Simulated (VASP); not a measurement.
# CoSn6 in VASP: further runs

Runs on CoSn6. Level: PBEsol. Tasks: single point.

Everything below comes from runs of VASP 6.6.1. Logs are shortened: lines on timing, memory, paths and dates and some standing lists are left out, and cuts for length are marked.

### 1 The cell of the first run

The cell holds a slab with vacuum, 7 atoms: a = 4.626 Å, b = 4.626 Å, c = 27.498 Å, α = 90.00°, β = 90.00°, γ = 120.00°.

### 2 Single point, PBEsol, collinear spin, ferromagnetic start

INCAR

```
SYSTEM = CoSn6
PREC = Accurate ; ENCUT = 520
EDIFF = 1E-6 ; ISMEAR = 0
SIGMA = 0.1 ; LREAL = .False.
LASPH = .True. ; NELM = 150
ALGO = Normal ; ISIF = 2
LWAVE = .False. ; LCHARG = .True.
ISPIN = 2 ; MAGMOM = 0 0 0 0 0 0 3
LORBIT = 11 ; LMAXMIX = 4
LDIPOL = .True. ; IDIPOL = 3
DIPOL = 0.5 0.5 0.499 ; GGA = PS
LVHAR = .True. ; LVACPOTAV = .True.
NBANDS = 60 ; KPAR = 4
```

KPOINTS

```
regular mesh
0
Gamma
  9 9 1
  0 0 0
```

POSCAR

```
CoSn6
1.0
    4.6255803525      0.0000000000      0.0000000000
   -2.3127901763      4.0058700925      0.0000000000
    0.0000000000      0.0000000000     27.4977337210
Sn Co
6 1
Direct
    0.3333333333      0.6666666667      0.3091163834
    0.0000000000      0.0000000000      0.3434534908
    0.0000000000      0.0000000000      0.4464648130
    0.6666666667      0.3333333333      0.4812452719
    0.6666666667      0.3333333333      0.5845686312
    0.3333333333      0.6666666667      0.6181713463
    0.3333333333      0.6666666667      0.7078436679
```

Potentials or basis: VASP PAW PBE potentials, release 64 (Sn_d, Co).

Launch:

```bash
> cat potpaw_PBE.64/Sn_d/POTCAR potpaw_PBE.64/Co/POTCAR > POTCAR
> mpirun -np 4 vasp_std > vasp.out
```

OUTCAR:

```text
SYSTEM = CoSn6
   PREC = Accurate
   ENCUT = 520
   EDIFF = 1E-6
   ISMEAR = 0
   LREAL = .False.
   LASPH = .True.
   NELM = 150
   ISIF = 2
   ISPIN = 2
   LORBIT = 11
   GGA = PS

 ion  position               nearest neighbor table
   1  0.333  0.667  0.309-   2 2.83   2 2.83   2 2.83
   2  0.000  0.000  0.343-   1 2.83   1 2.83   1 2.83   3 2.83
   3  0.000  0.000  0.446-   2 2.83   4 2.84   4 2.84   4 2.84
   4  0.667  0.333  0.481-   3 2.84   3 2.84   3 2.84   5 2.84
   5  0.667  0.333  0.585-   6 2.83   6 2.83   6 2.83   4 2.84
   6  0.333  0.667  0.618-   7 2.47   5 2.83   5 2.83   5 2.83
   7  0.333  0.667  0.708-   6 2.47

  LATTYP: Found a hexagonal cell.
 ALAT       =     4.6255803525
 C/A-ratio  =     5.9447099878

  Lattice vectors:

 A1 = (   4.6255803525,   0.0000000000,   0.0000000000)
 A2 = (  -2.3127901763,   4.0058700925,   0.0000000000)
 A3 = (   0.0000000000,   0.0000000000,  27.4977337210)

Analysis of symmetry for initial positions (statically):
=====================================================================
 Subroutine PRICEL returns:
 Original cell was already a primitive cell.

 Routine SETGRP: Setting up the symmetry group for a
 hexagonal supercell.

 Subroutine GETGRP returns: Found  6 space group operations
 (whereof  6 operations were pure point group operations)
 out of a pool of 24 trial point group operations.

The static configuration has the point symmetry C_3v.

Analysis of symmetry for dynamics (positions and initial velocities):
=====================================================================
 Subroutine PRICEL returns:
 Original cell was already a primitive cell.

 Routine SETGRP: Setting up the symmetry group for a
 hexagonal supercell.

 Subroutine GETGRP returns: Found  6 space group operations
 (whereof  6 operations were pure point group operations)
 out of a pool of 24 trial point group operations.

The dynamic configuration has the point symmetry C_3v.

Analysis of structural, dynamic, and magnetic symmetry:
=====================================================================
 Subroutine PRICEL returns:
 Original cell was already a primitive cell.

 Routine SETGRP: Setting up the symmetry group for a
 hexagonal supercell.

 Subroutine GETGRP returns: Found  6 space group operations
 (whereof  6 operations were pure point group operations)
 out of a pool of 24 trial point group operations.

The overall configuration has the point symmetry C_3v.

 Subroutine INISYM returns: Found  6 space group operations
 (whereof  6 operations are pure point group operations),
 and found     1 'primitive' translations

----------------------------------------------------------------------------------------

                                     Primitive cell

  volume of cell :     509.5185

  direct lattice vectors                    reciprocal lattice vectors
     4.625580353  0.000000000  0.000000000     0.216189088  0.124816828  0.000000000
    -2.312790176  4.005870093  0.000000000     0.000000000  0.249633657  0.000000000
     0.000000000  0.000000000 27.497733721     0.000000000  0.000000000  0.036366633

  length of vectors
     4.625580353  4.625580353 27.497733721     0.249633657  0.249633657  0.036366633

  position of ions in fractional coordinates (direct lattice)
     0.333333333  0.666666667  0.309116383
     0.000000000  0.000000000  0.343453491
     0.000000000  0.000000000  0.446464813
     0.666666667  0.333333333  0.481245272
     0.666666667  0.333333333  0.584568631
     0.333333333  0.666666667  0.618171346
     0.333333333  0.666666667  0.707843668

  ion indices of the primitive-cell ions
[... 44 lines left out ...]
  0.333333  0.111111  0.000000     12.000000
  0.444444  0.111111  0.000000      6.000000
  0.222222  0.222222  0.000000      6.000000
  0.333333  0.222222  0.000000     12.000000
  0.333333  0.333333  0.000000      2.000000
   k-points           NKPTS =     12   k-points in BZ     NKDIM =     12   number of bands    NBANDS=     60
   number of dos      NEDOS =    301   number of ions     NIONS =      7
   total plane-waves  NPLWV = 272160
   dimension x,y,z NGX =    36 NGY =   36 NGZ =  210
   dimension x,y,z NGXF=    72 NGYF=   72 NGZF=  420
   ions per type =               6   1
   NGX,Y,Z   is equivalent  to a cutoff of  12.94, 12.94, 12.70 a.u.
   NGXF,Y,Z  is equivalent  to a cutoff of  25.88, 25.88, 25.39 a.u.
 SYSTEM =  CoSn6
   PREC   = accura    normal or accurate (medium, high low for compatibility)
   ISTART =      0    job   : 0-new  1-cont  2-samecut
   ICHARG =      2    charge: 1-file 2-atom 10-const
   ISPIN  =      2    spin polarized calculation?
   LNONCOLLINEAR =      F non collinear calculations
   LSORBIT =      F    spin-orbit coupling
   LASPH  =      T    aspherical Exc in radial PAW
   ENCUT  =  520.0 eV  38.22 Ry    6.18 a.u.   8.60  8.60 51.13*2*pi/ulx,y,z
   NELM   =    150;   NELMIN=  2; NELMDL= -5     # of ELM steps
   EDIFF  = 0.1E-05   stopping-criterion for ELM
   LREAL  =      F    real-space projection
   EDIFFG = 0.1E-04   stopping-criterion for IOM
   NSW    =      0    number of steps for IOM
   IBRION =     -1    ionic relax: 0-MD 1-quasi-New 2-CG
   NFREE  =      0    steps in history (QN), initial steepest desc. (CG)
   ISIF   =      2    stress and relaxation
   ISYM   =      2    0-nonsym 1-usesym 2-fastsym
   POTIM  = 0.5000    time-step for ionic-motion
   TEBEG  =    0.0;   TEEND  =   0.0 temperature during run
   PSTRESS=    0.0 pullay stress
   NELECT =      93.0000    total number of electrons
   NUPDOWN=      -1.0000    fix difference up-down
   EMIN   =  10.00;   EMAX   =-10.00  energy-range for DOS
   EFERMI =   0.00;   METHOD = LEGACY
   ISMEAR =     0;   SIGMA  =   0.10  broadening in eV -4-tet -1-fermi 0-gaus
   EFERMI_NEDOS =   21; number of points for ismear=-14 and -15
   IALGO  =     38    algorithm
   IMIX   =      4    mixing-type and parameters
     AMIX     =   0.40;   BMIX     =  1.00
     AMIX_MAG =   1.60;   BMIX_MAG =  1.00
  volume/ion in A,a.u.               =      72.79       491.20
  Fermi-wavevector in a.u.,A,eV,Ry     =   0.928644  1.754882 11.733382  0.862379
  Thomas-Fermi vector in A             =   2.054842
   LORBIT       =     11    0 simple, 1 ext, 2 COOP (PROOUT), +10 PAW based schemes
   GGA     = PS    functional components
   LHFCALC =     F    Hartree Fock is set to
   AEXX    =    0.0000 exact exchange contribution
   IVDW    =     0    specifies the selected vdW correction
   LEPSILON=     F    determine dielectric tensor
   LRPA    =     F    only Hartree local field effects (RPA)
 spin polarized calculation
 Gauss-broadening in eV      SIGMA  =   0.10
  energy-cutoff  :      520.00
  volume of cell :      509.52
 maximum number of plane-waves:     13779
 NGX is ok and might be reduce to    36
   NGX = 17   NGY = 17   NGZ =103

 dipolmoment           0.000000      0.000000      0.042182 electrons x Angstroem

 number of electron      92.9999989 magnetization       2.7740541

 dipolmoment           0.000000      0.000000     -0.100237 electrons x Angstroem

 Free energy of the ion-electron system (eV)
  ---------------------------------------------------
  ext. energy  EPLUGINS =         0.00000000
  ---------------------------------------------------
  free energy    TOTEN  =       -27.79867648 eV

  energy without entropy =      -27.77821391  energy(sigma->0) =      -27.78844520

 E-fermi :   0.1136     XC(G=0):  -4.6990

 val. band max:        0.0952204265   @ k =   0.4444  -0.0000   0.0000
 cond. band min:       0.1335884365   @ k =   0.1111   0.1111   0.0000
 fundamental gap:      0.0383680101
 Fermi energy:         0.1135874097

 spin component 1

 k-point     1 :       0.0000    0.0000    0.0000
  band No.  band energies     occupation
      1     -21.3227      1.00000
      2     -21.3227      1.00000
      3     -21.2909      1.00000
      4     -21.2810      1.00000
      5     -21.2810      1.00000
      6     -21.2665      1.00000
[... 721 lines left out ...]
     57       4.8451      0.00000
     58       4.9592      0.00000
 Fermi energy:         0.1135874097

 spin component 2

 k-point     1 :       0.0000    0.0000    0.0000
  band No.  band energies     occupation
      1     -21.3149      1.00000
      2     -21.3149      1.00000
      3     -21.2853      1.00000
      4     -21.2765      1.00000
      5     -21.2765      1.00000
      6     -21.2512      1.00000
[... 721 lines left out ...]
     57       4.9268      0.00000
     58       5.0065      0.00000
 [bands above 58 left out]

------------------------ aborting loop because EDIFF is reached ----------------------------------------

  FORCE on cell =-STRESS in cart. coord.  units (eV):
  Direction    XX          YY          ZZ          XY          YZ          ZX
  --------------------------------------------------------------------------------------
  -------------------------------------------------------------------------------------
  Total       -0.6112801     -0.6112801      0.2607125      0.0000000      0.0000000      0.0000000
  in kB       -1.9221659     -1.9221659      0.8198084      0.0000000      0.0000000      0.0000000
  external PRESSURE =      -1.0081744 kB  Pullay stress =       0.0000000 kB

 VOLUME and BASIS-vectors are now :
 -----------------------------------------------------------------------------
  energy-cutoff  :      520.00
  volume of cell :      509.52
      direct lattice vectors                 reciprocal lattice vectors
     4.625580353  0.000000000  0.000000000     0.216189088  0.124816828  0.000000000
    -2.312790176  4.005870093  0.000000000     0.000000000  0.249633657  0.000000000
     0.000000000  0.000000000 27.497733721     0.000000000  0.000000000  0.036366633

 POSITION                                       TOTAL-FORCE (eV/Angst)
 -----------------------------------------------------------------------------------
     -0.00000      2.67058      8.50000         0.000000      0.000000      0.011467
      0.00000      0.00000      9.44419        -0.000000     -0.000000     -0.116304
      0.00000      0.00000     12.27677        -0.000000      0.000000      0.114288
      2.31279      1.33529     13.23315         0.000000     -0.000000     -0.018871
      2.31279      1.33529     16.07431        -0.000000     -0.000000     -0.008013
     -0.00000      2.67058     16.99831        -0.000000     -0.000000      0.007918
     -0.00000      2.67058     19.46410        -0.000000     -0.000000      0.009515
 -----------------------------------------------------------------------------------
    total drift:                                0.000000     -0.000000      0.000724

  FREE ENERGIE OF THE ION-ELECTRON SYSTEM (eV)
  ---------------------------------------------------
  free  energy   TOTEN  =       -27.7986764822 eV

  energy  without entropy=      -27.7782139088  energy(sigma->0) =      -27.78844520

 vacuum level on the upper side and lower side of the slab         3.506         4.485

 total charge

# of ion       s       p       d       tot
------------------------------------------
    1        1.226   1.066   9.955  12.247
    2        1.175   1.177   9.968  12.320
    3        1.181   1.158   9.969  12.309
    4        1.176   1.175   9.966  12.316
    5        1.174   1.171   9.969  12.314
    6        1.170   1.209   9.976  12.355
    7        0.457   0.063   7.252   7.772
--------------------------------------------------
tot          7.558   7.020  67.055  81.632

 magnetization (x)

# of ion       s       p       d       tot
------------------------------------------
    1        0.021   0.169  -0.000   0.190
    2        0.001   0.039   0.007   0.046
    3        0.005   0.039   0.003   0.047
    4        0.001   0.024   0.001   0.026
    5        0.001   0.023   0.000   0.025
    6       -0.002  -0.024   0.002  -0.024
    7        0.046  -0.002   1.993   2.037
--------------------------------------------------
tot          0.072   0.267   2.006   2.346
```

It took 10 min on 4 MPI ranks of Intel Xeon 6975P-C (Granite Rapids), shared host; peak memory 1.2 GiB.

Results:

```
Free energy                                           : -27.7987 eV
Largest force                                         : 0.116 eV/Å
Net moment                                            : 2.77 μB per cell
Site moments                                          : Sn +0.19, +0.05, +0.03, -0.02 (each value once); Co +2.04 μB
Valence electrons inside the program's atomic spheres : Sn 12.25, 12.32, 12.31, 12.36 (each value once); Co 7.77
```

Forces in eV/Å, atoms in the order of the input:
```
Sn   0.000  0.000  0.011
Sn   0.000  0.000 -0.116
Sn   0.000  0.000  0.114
Sn   0.000  0.000 -0.019
Sn   0.000  0.000 -0.008
Sn   0.000  0.000  0.008
Co   0.000  0.000  0.010
```

Caveat: the PAW data sets were made with another functional, which shifts forces and pressure a little; spin-orbit coupling is left out, which moves the levels of the heavy elements.

### 3 Single point, PBEsol, collinear spin, ferromagnetic start

INCAR

```
SYSTEM = CoSn6
PREC = Accurate ; ENCUT = 520
EDIFF = 1E-6 ; ISMEAR = 0
SIGMA = 0.1 ; LREAL = .False.
LASPH = .True. ; NELM = 150
ALGO = Normal ; ISIF = 2
LWAVE = .False. ; LCHARG = .False.
ISPIN = 2 ; MAGMOM = 0 0 0 0 0 0 3
LORBIT = 11 ; LMAXMIX = 4
LDIPOL = .True. ; IDIPOL = 3
DIPOL = 0.5 0.5 0.487 ; GGA = PS
NBANDS = 60 ; KPAR = 4
```

KPOINTS is that of step 2.

POSCAR

```
CoSn6
1.0
    4.6255803525      0.0000000000      0.0000000000
   -2.3127901763      4.0058700925      0.0000000000
    0.0000000000      0.0000000000     27.4977337210
Sn Co
6 1
Direct
    0.3333333333      0.6666666667      0.3091163834
    0.0000000000      0.0000000000      0.3434534908
    0.0000000000      0.0000000000      0.4464648130
    0.6666666667      0.3333333333      0.4805502170
    0.6666666667      0.3333333333      0.5850152671
    0.3333333333      0.6666666667      0.6377855199
    0.0000000000      0.0000000000      0.6062930302
```

Potentials or basis: VASP PAW PBE potentials, release 64 (Sn_d, Co).

Launch:

```bash
> cat potpaw_PBE.64/Sn_d/POTCAR potpaw_PBE.64/Co/POTCAR > POTCAR
> mpirun -np 4 vasp_std > vasp.out
```

Wall time 9.1 min (4 MPI ranks of Intel Xeon 6975P-C (Granite Rapids), shared host); peak memory 1.2 GiB.

The run converged. Its results:

```
Free energy                                           : -30.4777 eV
Largest force                                         : 0.261 eV/Å
Net moment                                            : 1.81 μB per cell
Site moments                                          : Sn +0.14, +0.03, -0.01, +0.02 (each value once); Co +1.28 μB
Valence electrons inside the program's atomic spheres : Sn 12.25, 12.32, 12.31, 12.29, 12.20 (each value once); Co 7.98
```

Forces on the atoms (eV/Å):
```
Sn   0.000  0.000  0.090
Sn   0.000  0.000 -0.261
Sn   0.000  0.000  0.180
Sn   0.000  0.000 -0.015
Sn   0.000  0.000  0.011
Sn   0.000  0.000 -0.002
Co   0.000  0.000 -0.003
```

Levels at points of the mesh, in eV from the Fermi level:
Spin up:
```
           k point  band 46  band 47  band 48  band 49  band 50  band 51
(0.00, 0.00, 0.00)     0.21     0.53     0.70     1.12     1.59     1.59
```
Spin down:
| k point | band 43 | band 44 | band 45 | band 46 | band 47 | band 48 |
| --- | --- | --- | --- | --- | --- | --- |
| (0.00, 0.00, 0.00) | -0.34 | 0.05 | 0.05 | 0.34 | 0.78 | 0.99 |

Caveat: the PAW data sets were made with another functional, which shifts forces and pressure a little; spin-orbit coupling is left out, which moves the levels of the heavy elements.
